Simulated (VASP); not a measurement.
# HfO2 (Fm-3m) in VASP: further runs

HfO2 is run at these levels: r2SCAN; tasks: single point, relaxation of cell and atoms.

Program: VASP 6.6.1. These are calculated values, not measurements. Logs are shortened: lines on timing, memory, paths and dates and some standing lists are left out, and cuts for length are marked.

**1. The cell of the first run**

The structure is cubic, space group Fm-3m (No. 225). The conventional cell has a = 5.058 Å, b = 5.058 Å, c = 5.058 Å, α = 90.00°, β = 90.00°, γ = 90.00°. Hf (site symmetry m-3m) has 8 O at 2.19 Å within 2.9 Å. Within 2.9 Å of O (site symmetry -43m) lie 4 Hf at 2.19 Å and 6 O at 2.53 Å.

**2. Single point, r2SCAN**

File POSCAR:

```
HfO2
1.0
    0.0000000000      2.5291650247      2.5291650247
    2.5291650247      0.0000000000      2.5291650247
    2.5291650247      2.5291650247      0.0000000000
Hf O
1 2
Direct
    0.0000000000      0.0000000000      0.0000000000
    0.2500000000      0.2500000000      0.2500000000
    0.7500000000      0.7500000000      0.7500000000
```

File INCAR.step1:

```
ALGO = Normal
EDIFF = 1E-4
ENCUT = 520
GGA = PE
ISMEAR = -1
LASPH = True
LCHARG = False
LREAL = False
LWAVE = True
NBANDS = 18
NELM = 100
PREC = Accurate
SIGMA = 0.01
```

File INCAR.step2:

```
ALGO = Normal
EDIFF = 1E-7
ENCUT = 520
ISIF = 2
ISMEAR = -1
ISTART = 1
LASPH = True
LCHARG = False
LMIXTAU = True
LREAL = False
LWAVE = False
METAGGA = R2SCAN
NBANDS = 18
NELM = 100
PREC = Accurate
SIGMA = 0.01
```

File KPOINTS:

```
k-points
0
Gamma
  8 8 8
```

Potentials or basis: VASP PAW PBE potentials, release 64 (Hf_pv, O).

The run is started by

```console
> cat potpaw_PBE.64/Hf_pv/POTCAR potpaw_PBE.64/O/POTCAR > POTCAR
> cp INCAR.step1 INCAR
> mpirun -np 1 vasp_std > vasp.out
> cp INCAR.step2 INCAR
> mpirun -np 1 vasp_std > vasp.out
```

OUTCAR:

```text
EDIFF = 1E-7
   ENCUT = 520
   ISIF = 2
   ISMEAR = -1
   ISTART = 1
   LASPH = True
   LREAL = False
   METAGGA = R2SCAN
   NELM = 100
   PREC = Accurate

 ion  position               nearest neighbor table
   1  0.000  0.000  0.000-   3 2.19   3 2.19   3 2.19   2 2.19   3 2.19   2 2.19   2 2.19   2 2.19

   2  0.250  0.250  0.250-   1 2.19   1 2.19   1 2.19   1 2.19
   3  0.750  0.750  0.750-   1 2.19   1 2.19   1 2.19   1 2.19

  LATTYP: Found a face centered cubic cell.
 ALAT       =     5.0583300494

  Lattice vectors:

 A1 = (   0.0000000000,   2.5291650247,   2.5291650247)
 A2 = (   2.5291650247,   0.0000000000,   2.5291650247)
 A3 = (   2.5291650247,   2.5291650247,   0.0000000000)

Analysis of symmetry for initial positions (statically):
=====================================================================
 Subroutine PRICEL returns:
 Original cell was already a primitive cell.

 Routine SETGRP: Setting up the symmetry group for a
 face centered cubic supercell.

 Subroutine GETGRP returns: Found 48 space group operations
 (whereof 48 operations were pure point group operations)
 out of a pool of 48 trial point group operations.

The static configuration has the point symmetry O_h .

Analysis of symmetry for dynamics (positions and initial velocities):
=====================================================================
 Subroutine PRICEL returns:
 Original cell was already a primitive cell.

 Routine SETGRP: Setting up the symmetry group for a
 face centered cubic supercell.

 Subroutine GETGRP returns: Found 48 space group operations
 (whereof 48 operations were pure point group operations)
 out of a pool of 48 trial point group operations.

The dynamic configuration has the point symmetry O_h .

 Subroutine INISYM returns: Found 48 space group operations
 (whereof 48 operations are pure point group operations),
 and found     1 'primitive' translations

----------------------------------------------------------------------------------------

                                     Primitive cell

  volume of cell :      32.3565

  direct lattice vectors                    reciprocal lattice vectors
     0.000000000  2.529165025  2.529165025    -0.197693703  0.197693703  0.197693703
     2.529165025  0.000000000  2.529165025     0.197693703 -0.197693703  0.197693703
     2.529165025  2.529165025  0.000000000     0.197693703  0.197693703 -0.197693703

  length of vectors
     3.576779479  3.576779479  3.576779479     0.342415538  0.342415538  0.342415538

  position of ions in fractional coordinates (direct lattice)
     0.000000000  0.000000000  0.000000000
     0.250000000  0.250000000  0.250000000
     0.750000000  0.750000000  0.750000000

  ion indices of the primitive-cell ions
   primitive index   ion index
                 1           1
                 2           2
                 3           3

----------------------------------------------------------------------------------------

 KPOINTS: k-points

Automatic generation of k-mesh.
 Grid dimensions read from file:
 generate k-points for:    8    8    8

 Generating k-lattice:

  Cartesian coordinates                     Fractional coordinates (reciprocal lattice)
    -0.024711713  0.024711713  0.024711713     0.125000000  0.000000000  0.000000000
     0.024711713 -0.024711713  0.024711713     0.000000000  0.125000000  0.000000000
     0.024711713  0.024711713 -0.024711713     0.000000000  0.000000000  0.125000000

  Length of vectors
     0.042801942  0.042801942  0.042801942

  Shift w.r.t. Gamma in fractional coordinates (k-lattice)
     0.000000000  0.000000000  0.000000000

 Subroutine IBZKPT returns following result:
 ===========================================

 Found     29 irreducible k-points:

 Following reciprocal coordinates:
            Coordinates               Weight
  0.000000  0.000000  0.000000      1.000000
  0.125000  0.000000  0.000000      8.000000
  0.250000  0.000000  0.000000      8.000000
  0.375000  0.000000  0.000000      8.000000
  0.500000  0.000000  0.000000      4.000000
[... 41 lines left out ...]
  free energy    TOTEN  =       -68.54747158 eV

  energy without entropy =      -68.54747158  energy(sigma->0) =      -68.54747158

 E-fermi :   4.3022     XC(G=0): -12.6184

 val. band max:        3.9694117805   @ k =   0.5000   0.5000   0.0000
 cond. band min:       8.2841828666   @ k =   0.5000   0.5000   0.0000
 fundamental gap:      4.3147710861
 Fermi energy:         4.3022480241

 k-point     1 :       0.0000    0.0000    0.0000
  band No.  band energies     occupation
      1     -26.6559      2.00000
      2     -26.6559      2.00000
      3     -26.6559      2.00000
      4     -15.8030      2.00000
      5     -12.7664      2.00000
      6      -1.5147      2.00000
[... 10 lines left out ...]
     17      15.0562      0.00000
     18      16.6800      0.00000

 k-point     2 :       0.1250    0.0000    0.0000
  band No.  band energies     occupation
      1     -26.7275      2.00000
      2     -26.6634      2.00000
      3     -26.6634      2.00000
      4     -15.5911      2.00000
      5     -12.9360      2.00000
      6      -1.3604      2.00000
[... 10 lines left out ...]
     17      14.7765      0.00000
     18      16.6787      0.00000

 k-point     3 :       0.2500    0.0000    0.0000
  band No.  band energies     occupation
      1     -26.8932      2.00000
      2     -26.6814      2.00000
      3     -26.6814      2.00000
      4     -15.0934      2.00000
      5     -13.2783      2.00000
      6      -0.9766      2.00000
[... 10 lines left out ...]
     17      14.2834      0.00000
     18      16.6726      0.00000

 k-point     4 :       0.3750    0.0000    0.0000
  band No.  band energies     occupation
      1     -27.0499      2.00000
      2     -26.6993      2.00000
      3     -26.6993      2.00000
      4     -14.6767      2.00000
      5     -13.4691      2.00000
      6      -0.5878      2.00000
[... 375 lines left out ...]
      4     -14.6662      2.00000
      5     -13.5373      2.00000
      6      -0.9854      2.00000
[... 10 lines left out ...]
     17      14.5584      0.00000
     18      16.6745      0.00000

 k-point    23 :       0.5000    0.2500    0.1250
  band No.  band energies     occupation
      1     -27.0205      2.00000
      2     -26.8150      2.00000
      3     -26.7247      2.00000
      4     -14.2876      2.00000
      5     -13.6873      2.00000
      6      -0.9754      2.00000
[... 10 lines left out ...]
     17      15.4416      0.00000
     18      16.6715      0.00000

 k-point    24 :      -0.3750    0.2500    0.1250
  band No.  band energies     occupation
      1     -27.0498      2.00000
      2     -26.8392      2.00000
      3     -26.7347      2.00000
      4     -14.2115      2.00000
      5     -13.6531      2.00000
      6      -0.9766      2.00000
[... 10 lines left out ...]
     17      15.5810      0.00000
     18      16.6696      0.00000

 [... further k-points ...]

------------------------ aborting loop because EDIFF is reached ----------------------------------------

  FORCE on cell =-STRESS in cart. coord.  units (eV):
  Direction    XX          YY          ZZ          XY          YZ          ZX
  --------------------------------------------------------------------------------------
  -------------------------------------------------------------------------------------
  Total       -0.8010547     -0.8010547     -0.8010547      0.0000000      0.0000000      0.0000000
  in kB      -39.6653447    -39.6653447    -39.6653447      0.0000000      0.0000000      0.0000000
  external PRESSURE =     -39.6653447 kB  Pullay stress =       0.0000000 kB

 VOLUME and BASIS-vectors are now :
 -----------------------------------------------------------------------------
  energy-cutoff  :      520.00
  volume of cell :       32.36
      direct lattice vectors                 reciprocal lattice vectors
     0.000000000  2.529165025  2.529165025    -0.197693703  0.197693703  0.197693703
     2.529165025  0.000000000  2.529165025     0.197693703 -0.197693703  0.197693703
     2.529165025  2.529165025  0.000000000     0.197693703  0.197693703 -0.197693703

 POSITION                                       TOTAL-FORCE (eV/Angst)
 -----------------------------------------------------------------------------------
      0.00000      0.00000      0.00000         0.000000      0.000000      0.000000
      1.26458      1.26458      1.26458        -0.000000     -0.000000     -0.000000
      3.79375      3.79375      3.79375         0.000000      0.000000      0.000000
 -----------------------------------------------------------------------------------
    total drift:                                0.000000      0.000000      0.000000

  FREE ENERGIE OF THE ION-ELECTRON SYSTEM (eV)
  ---------------------------------------------------
  free  energy   TOTEN  =       -68.5474715755 eV

  energy  without entropy=      -68.5474715755  energy(sigma->0) =      -68.54747158
```

It took 84 s on 1 thread of Intel Xeon Platinum 8375C at 2.90GHz (Ice Lake), shared host; peak memory 0.17 GiB.

Results:

* Free energy: -68.5475 eV
* Pressure: -4.0 GPa
* Band gap on the k mesh: 4.31 eV

Levels at points of the mesh, in eV from the valence-band top:
```tsv
k point	band 7	band 8	band 9	band 10	band 11	band 12	band 13	band 14	band 15	band 16
(0.00, 0.00, 0.00)	-5.48	-5.48	-0.64	-0.64	-0.64	4.42	4.42	6.52	11.09	11.09
(0.50, 0.00, 0.00)	-4.40	-3.08	-2.82	-1.90	-1.90	5.12	5.12	7.56	9.64	10.02
(0.50, 0.50, 0.00)	-3.60	-3.60	-1.57	-1.57	0.00	4.31	6.05	7.24	8.73	8.73
```

Caveat: the cell stands under tension; the PAW data sets were made with another functional, which shifts forces and pressure a little; spin-orbit coupling is left out, which moves the levels of the heavy elements.

**3. Single point, r2SCAN**

This run uses another cell than the first one, of 10.71 Å³/atom.

File POSCAR:

```
HfO2
1.0
    0.0000000000      2.5230334718      2.5230334718
    2.5230334718      0.0000000000      2.5230334718
    2.5230334718      2.5230334718      0.0000000000
Hf O
1 2
Direct
    0.0000000000      0.0000000000      0.0000000000
    0.2500000000      0.2500000000      0.2500000000
    0.7500000000      0.7500000000      0.7500000000
```

File INCAR.step1:

```
PREC     = Accurate       # precision mode
ENCUT    = 520            # plane-wave cutoff, eV
ISMEAR   = -1             # smearing method
SIGMA    = 0.01           # smearing width, eV
LREAL    = False          # projectors in reciprocal space
LASPH    = True           # aspherical terms in the spheres
NELM     = 60             # most SCF steps
NBANDS   = 18             # bands
GGA      = PE             # functional
ALGO     = Normal         # electronic algorithm
EDIFF    = 1E-4           # SCF threshold, eV
LWAVE    = True           # write WAVECAR
LCHARG   = False          # write CHGCAR
```

File INCAR.step2:

```
PREC     = Accurate       # precision mode
ENCUT    = 520            # plane-wave cutoff, eV
EDIFF    = 1E-6           # SCF threshold, eV
ISMEAR   = -1             # smearing method
SIGMA    = 0.01           # smearing width, eV
LREAL    = False          # projectors in reciprocal space
LASPH    = True           # aspherical terms in the spheres
NELM     = 60             # most SCF steps
ALGO     = Normal         # electronic algorithm
ISIF     = 2              # what is computed and relaxed
LWAVE    = False          # write WAVECAR
LCHARG   = False          # write CHGCAR
METAGGA  = R2SCAN         # meta-GGA
LMIXTAU  = True         
NBANDS   = 18             # bands
ISTART   = 1
```

File KPOINTS:

```
regular mesh
0
Gamma
  8 8 8
```

Potentials or basis: VASP PAW PBE potentials, release 64 (Hf_pv, O).

The run is started by

```console
> cat potpaw_PBE.64/Hf_pv/POTCAR potpaw_PBE.64/O/POTCAR > POTCAR
> cp INCAR.step1 INCAR
> mpirun -np 1 vasp_std > vasp.out
> cp INCAR.step2 INCAR
> mpirun -np 1 vasp_std > vasp.out
```

Wall time 65 s (1 thread of Intel Xeon Platinum 8375C at 2.90GHz (Ice Lake), shared host); peak memory 0.17 GiB.

It converged, with:

| Property | Result |
| --- | --- |
| Free energy | -68.5514 eV |
| Pressure | -2.0 GPa |
| Band gap on the k mesh | 4.34 eV |

Levels at points of the mesh, in eV from the valence-band top:
```
           k point  band 8  band 9  band 10  band 11  band 12  band 13  band 14  band 15
(0.00, 0.00, 0.00)   -5.53   -0.64    -0.64    -0.64     4.44     4.44     6.58    11.18
(0.50, 0.00, 0.00)   -3.09   -2.84    -1.91    -1.91     5.15     5.15     7.63     9.67
(0.50, 0.50, 0.00)   -3.61   -1.58    -1.58     0.00     4.34     6.09     7.31     8.80
```

Caveat: the PAW data sets were made with another functional, which shifts forces and pressure a little; spin-orbit coupling is left out, which moves the levels of the heavy elements.

**4. Single point, r2SCAN**

This run uses another cell than the first one, of 10.87 Å³/atom.

File POSCAR:

```
HfO2
1.0
    0.0000000000      2.5355072519      2.5355072519
    2.5355072519      0.0000000000      2.5355072519
    2.5355072519      2.5355072519      0.0000000000
Hf O
1 2
Direct
    0.0000000000      0.0000000000      0.0000000000
    0.2500000000      0.2500000000      0.2500000000
    0.7500000000      0.7500000000      0.7500000000
```

File INCAR.step1:

```
PREC     = Accurate       # precision mode
ENCUT    = 520            # plane-wave cutoff, eV
ISMEAR   = -1             # smearing method
SIGMA    = 0.01           # smearing width, eV
LREAL    = F              # projectors in reciprocal space
LASPH    = T              # aspherical terms in the spheres
NELM     = 100            # most SCF steps
NBANDS   = 18             # bands
GGA      = PE             # functional
ALGO     = Normal         # electronic algorithm
EDIFF    = 1E-4           # SCF threshold, eV
LWAVE    = T              # write WAVECAR
LCHARG   = F              # write CHGCAR
```

File INCAR.step2:

```
PREC     = Accurate       # precision mode
ENCUT    = 520            # plane-wave cutoff, eV
EDIFF    = 1E-6           # SCF threshold, eV
ISMEAR   = -1             # smearing method
SIGMA    = 0.01           # smearing width, eV
LREAL    = F              # projectors in reciprocal space
LASPH    = T              # aspherical terms in the spheres
NELM     = 100            # most SCF steps
ALGO     = Normal         # electronic algorithm
ISIF     = 2              # what is computed and relaxed
LWAVE    = F              # write WAVECAR
LCHARG   = F              # write CHGCAR
METAGGA  = R2SCAN         # meta-GGA
LMIXTAU  = T            
NBANDS   = 18             # bands
ISTART   = 1
```

File KPOINTS:

```
Automatic mesh
0
Gamma
  8 8 8
```

The run is started by

```console
> cat potpaw_PBE.64/Hf_pv/POTCAR potpaw_PBE.64/O/POTCAR > POTCAR
> cp INCAR.step1 INCAR
> mpirun -np 1 vasp_std > vasp.out
> cp INCAR.step2 INCAR
> mpirun -np 1 vasp_std > vasp.out
```

Wall time 57 s (1 thread of Intel Xeon Platinum 8375C at 2.90GHz (Ice Lake), shared host); peak memory 0.17 GiB.

It converged, with:

* Free energy: -68.5404 eV
* Pressure: -5.9 GPa
* Band gap on the k mesh: 4.29 eV

Levels at points of the mesh, in eV from the valence-band top:
| k point | band 8 | band 9 | band 10 | band 11 | band 12 | band 13 | band 14 | band 15 |
| --- | --- | --- | --- | --- | --- | --- | --- | --- |
| (0.00, 0.00, 0.00) | -5.44 | -0.64 | -0.64 | -0.64 | 4.40 | 4.40 | 6.46 | 10.99 |
| (0.50, 0.00, 0.00) | -3.07 | -2.81 | -1.89 | -1.89 | 5.10 | 5.10 | 7.48 | 9.61 |
| (0.50, 0.50, 0.00) | -3.58 | -1.55 | -1.55 | 0.00 | 4.29 | 6.01 | 7.16 | 8.67 |

Caveat: the cell stands under tension; the PAW data sets were made with another functional, which shifts forces and pressure a little; spin-orbit coupling is left out, which moves the levels of the heavy elements. r2SCAN opens gaps a little over a GGA but as a rule still falls short of measured ones.

**5. Relaxation of cell and atoms, r2SCAN, target pressure -2 GPa, at which the enthalpy is minimised**

This run uses another cell than the first one, of 11.15 Å³/atom.

File POSCAR:

```
HfO2
1.0
    0.0000000000      2.5575000000      2.5575000000
    2.5575000000      0.0000000000      2.5575000000
    2.5575000000      2.5575000000      0.0000000000
Hf O
1 2
Direct
    0.0000000000      0.0000000000      0.0000000000
    0.2500000000      0.2500000000      0.2500000000
    0.7500000000      0.7500000000      0.7500000000
```

File INCAR.step1:

```
PREC = Accurate
ENCUT = 600
ISMEAR = -1
SIGMA = 0.01
LREAL = False
LASPH = True
NELM = 80
GGA = PE
ALGO = Normal
EDIFF = 1E-4
LWAVE = True
LCHARG = False
```

File INCAR.step2:

```
PREC = Accurate
ENCUT = 600
EDIFF = 1E-6
ISMEAR = -1
SIGMA = 0.01
LREAL = False
LASPH = True
NELM = 80
ALGO = Normal
ISIF = 3
LWAVE = False
LCHARG = False
METAGGA = R2SCAN
LMIXTAU = True
IBRION = 2
NSW = 80
EDIFFG = -0.05
PSTRESS = -20.0
ISTART = 1
```

KPOINTS is that of step 4.

The run is started by

```console
> cat potpaw_PBE.64/Hf_pv/POTCAR potpaw_PBE.64/O/POTCAR > POTCAR
> cp INCAR.step1 INCAR
> mpirun -np 1 vasp_std > vasp.out
> cp INCAR.step2 INCAR
> mpirun -np 1 vasp_std > vasp.out
```

It took 3.1 min on 1 thread of Intel Xeon Platinum 8375C at 2.90GHz (Ice Lake), shared host; peak memory 0.19 GiB.

It converged, with:

```yaml
Free_energy: -68.5633 eV
Relaxed_volume: 10.70 Å³/atom
Relaxed_cell: a = 3.568 Å, b = 3.568 Å, c = 3.568 Å, α = 60.00°, β = 60.00°, γ = 60.00°
Space_group_after_relaxing_to_0.1_Å: Fm-3m (No. 225)
Energy_change_on_relaxing_the_run_minimises_the_enthalpy: -20.8 meV/atom
Ionic_steps: 3
Pressure_after_relaxing: -2.2 GPa
Band_gap_on_the_k_mesh: 4.34 eV
```

Step by step:
```tsv
step	energy change (eV)	largest force (eV/Å)	pressure (GPa)	volume (Å³)
1	0.0000	0.0000	-12.34	33.46
2	0.0287	0.0000	17.88	30.09
3	-0.0625	0.0000	-2.25	32.11
```

Final structure:
```
Hf O
1.0
     0.00000    2.52261    2.52261
     2.52261    0.00000    2.52261
     2.52261    2.52261    0.00000
Hf O
1 2
Direct
  0.00000 0.00000 0.00000
  0.25000 0.25000 0.25000
  0.75000 0.75000 0.75000
```

Levels at points of the mesh, in eV from the valence-band top:
```csv
k point,band 8,band 9,band 10,band 11,band 12,band 13,band 14,band 15
"(0.00, 0.00, 0.00)",-5.53,-0.64,-0.64,-0.64,4.44,4.44,6.59,11.19
"(0.50, 0.00, 0.00)",-3.09,-2.84,-1.91,-1.91,5.16,5.16,7.64,9.67
"(0.50, 0.50, 0.00)",-3.61,-1.58,-1.58,0.00,4.34,6.09,7.31,8.81
```

Caveat: the cell is relaxed towards a set pressure, so the run minimises the enthalpy, not the energy; the PAW data sets were made with another functional, which shifts forces and pressure a little; spin-orbit coupling is left out, which moves the levels of the heavy elements.

**6. The runs side by side**

```tsv
task	cell	cutoff (eV)	gap on the mesh (eV)	pressure (GPa)
single point	a = 3.577 Å, angles 60.0°, 3 atoms	520	4.31	-4.0
single point	a = 3.568 Å, angles 60.0°, 3 atoms	520	4.34	-2.0
single point	a = 3.586 Å, angles 60.0°, 3 atoms	520	4.29	-5.9
relaxation of cell and atoms	relaxed to -2 GPa from a = 3.617 Å, angles 60.0°, 3 atoms	600	4.34	-2.2
```

Alike in all rows: level r2SCAN; potentials or basis VASP PAW PBE potentials, release 64 (Hf_pv, O); no spin polarisation; k mesh 8 × 8 × 8; smearing fermi-dirac 0.01 eV.

Caveats: the PAW data sets were made with another functional, which shifts forces and pressure a little; spin-orbit coupling is left out, which moves the levels of the heavy elements; the cell stands under tension (at least some runs); the cell is relaxed towards a set pressure, so the run minimises the enthalpy, not the energy (at least some runs).

Absolute energies hang on the potentials; compare differences alone.
